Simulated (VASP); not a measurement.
Set up this calculation in VASP 6.6.1, as the native input.

| Item | Value |
| --- | --- |
| Task | relaxation of cell and atoms |
| Functional | PBE |
| Potentials or basis | VASP PAW PBE potentials, release 64 (S) |
| Cutoff | 600 eV |
| k mesh | 14 × 14 × 14 |
| Occupations | methfessel-paxton, width 0.05 eV |
| Spin | no spin polarisation |
| Dipole correction | no |
| Further INCAR settings | ALGO = Normal; EDIFF = 1e-06; IBRION = 2; EDIFFG = -0.03; NSW = 60; ISIF = 3 |

The structure of S lies in POSCAR:

```
S
1.0
    0.0000000000      2.8900000000      2.8900000000
    2.8900000000      0.0000000000      2.8900000000
    2.8900000000      2.8900000000      0.0000000000
S
2
Direct
    0.0000000000      0.0000000000      0.0000000000
    0.2500000000      0.2500000000      0.2500000000
```

These files were run (other wordings do the same):

INCAR

```
SYSTEM = S
PREC = Accurate ; ENCUT = 600
EDIFF = 1E-6 ; ISMEAR = 1
SIGMA = 0.05 ; LREAL = .False.
LASPH = .True. ; NELM = 60
ALGO = Normal ; ISIF = 3
LWAVE = .False. ; LCHARG = .False.
GGA = PE ; IBRION = 2
NSW = 60 ; EDIFFG = -0.03
```

KPOINTS

```
Automatic mesh
0
Gamma
  14 14 14
  0 0 0
```

Potentials or basis: VASP PAW PBE potentials, release 64 (S).

Run with:

```console
$ cat potpaw_PBE.64/S/POTCAR > POTCAR
$ mpirun -np 1 vasp_std > vasp.out
```

It gave:

| Quantity | Value |
| --- | --- |
| Relaxed volume | 24.27 Å³/atom |
| Relaxed cell | a = 4.095 Å, b = 4.095 Å, c = 4.095 Å, α = 60.00°, β = 60.00°, γ = 60.00° |
| Space group after relaxing (to 0.05 Å) | Fd-3m (No. 227) |
| Energy gained by relaxing | 0.1 meV/atom |
| Ionic steps | 2 |
| Pressure after relaxing | 0.0 GPa |
| Band gap on the k mesh | zero (band 6 reaches 3.67 eV, above the bottom of band 7 at 2.52 eV) |

Run time: 42 s on 1 thread of Intel(R) Xeon(R) 6975P-C (Granite Rapids) (shared host), peak memory 0.22 GiB.
